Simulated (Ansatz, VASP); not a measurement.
# Two plane-wave programs on Li3Si2N3

File INCAR:

```
SYSTEM = Li3Si2N3
ALGO = Normal
EDIFF = 1E-6
ENCUT = 520
GGA = PE
ISIF = 2
ISMEAR = 0
LASPH = .True.
LCHARG = .False.
LREAL = Auto
LWAVE = .False.
NBANDS = 46
NELM = 80
PREC = Accurate
SIGMA = 0.1
```

Contents of KPOINTS:

```
k-points
0
Gamma
  4 4 2
  0 0 0
```

The input POSCAR:

```
Li3Si2N3
1.0
    4.3050109917     -2.6284098839      0.0000000000
   -4.3050109917     -2.6284098839      0.0000000000
    0.0000000000      0.0000000000     -8.3171042760
Li Si N
6 4 6
Direct
    0.2604411048      0.9842106229      0.7712326665
    0.6872386128      0.6872386128      0.9594296968
    0.9842106229      0.2604411048      0.7712326665
    0.0157893771      0.7395588952      0.2712326665
    0.3127613872      0.3127613872      0.4594296968
    0.7395588952      0.0157893771      0.2712326665
    0.1386960187      0.4173057227      0.0903205132
    0.4173057227      0.1386960187      0.0903205132
    0.5826942773      0.8613039813      0.5903205132
    0.8613039813      0.5826942773      0.5903205132
    0.7890155474      0.3963409192      0.1022798074
    0.3963409192      0.7890155474      0.1022798074
    0.1823429334      0.1823429334      0.2329043288
    0.2109844526      0.6036590808      0.6022798074
    0.6036590808      0.2109844526      0.6022798074
    0.8176570666      0.8176570666      0.7329043288
```

Input for Ansatz:

```yaml
crystal:
  lattice:
    - [4.3050109917, -2.6284098839, 0.0]
    - [-4.3050109917, -2.6284098839, 0.0]
    - [0.0, 0.0, -8.317104276]
  atoms:
    - { symbol: Li, position: [0.2604411048, 0.9842106229, 0.7712326665] }
    - { symbol: Li, position: [0.6872386128, 0.6872386128, 0.9594296968] }
    - { symbol: Li, position: [0.9842106229, 0.2604411048, 0.7712326665] }
    - { symbol: Li, position: [0.0157893771, 0.7395588952, 0.2712326665] }
    - { symbol: Li, position: [0.3127613872, 0.3127613872, 0.4594296968] }
    - { symbol: Li, position: [0.7395588952, 0.0157893771, 0.2712326665] }
    - { symbol: Si, position: [0.1386960187, 0.4173057227, 0.0903205132] }
    - { symbol: Si, position: [0.4173057227, 0.1386960187, 0.0903205132] }
    - { symbol: Si, position: [0.5826942773, 0.8613039813, 0.5903205132] }
    - { symbol: Si, position: [0.8613039813, 0.5826942773, 0.5903205132] }
    - { symbol: "N", position: [0.7890155474, 0.3963409192, 0.1022798074] }
    - { symbol: "N", position: [0.3963409192, 0.7890155474, 0.1022798074] }
    - { symbol: "N", position: [0.1823429334, 0.1823429334, 0.2329043288] }
    - { symbol: "N", position: [0.2109844526, 0.6036590808, 0.6022798074] }
    - { symbol: "N", position: [0.6036590808, 0.2109844526, 0.6022798074] }
    - { symbol: "N", position: [0.8176570666, 0.8176570666, 0.7329043288] }
basis:
  ecutwfc: 420
kpoints:
  mp_grid: { grid: [4, 4, 2] }
hamiltonian:
  xc: pbe
scf:
  occupations: { method: gaussian, width: 0.1 }
  lower_state_search: "off"
output:
  forces: true
  stress: true
  eigenvalues: true
```

Alike in both runs: task single point; functional PBE; k mesh 4 × 4 × 2; occupations gaussian, width 0.1 eV; no spin polarisation.

|  | VASP | Ansatz |
| --- | --- | --- |
| version | VASP 6.6.1 | Ansatz 0.2.0 |
| potentials or method | VASP PAW PBE potentials, release 64 (Li_sv, Si, N), cutoff 520 eV | scalar-relativistic, plane waves, PAW |
| valence electrons in the cell | 64 | 64 |

Ansatz gave:

```
gap on the k mesh at the Fermi level (eV) : 1.28
least direct gap on the mesh (eV)         : 1.52
rms of the force components (eV/Å)        : 0.001
```

Problem. Estimate VASP's values.

Solution. gap on the k mesh at the Fermi level (eV): 1.28; least direct gap on the mesh (eV): 1.53; rms of the force components (eV/Å): 0.007.

Atom by atom the forces differ by 0.007 eV/Å (rms over components). The functional is the same, so the differences come from potentials, cutoffs and numerics.

Noted on VASP's run: the cutoff is short for stress, so the pressure is rough.
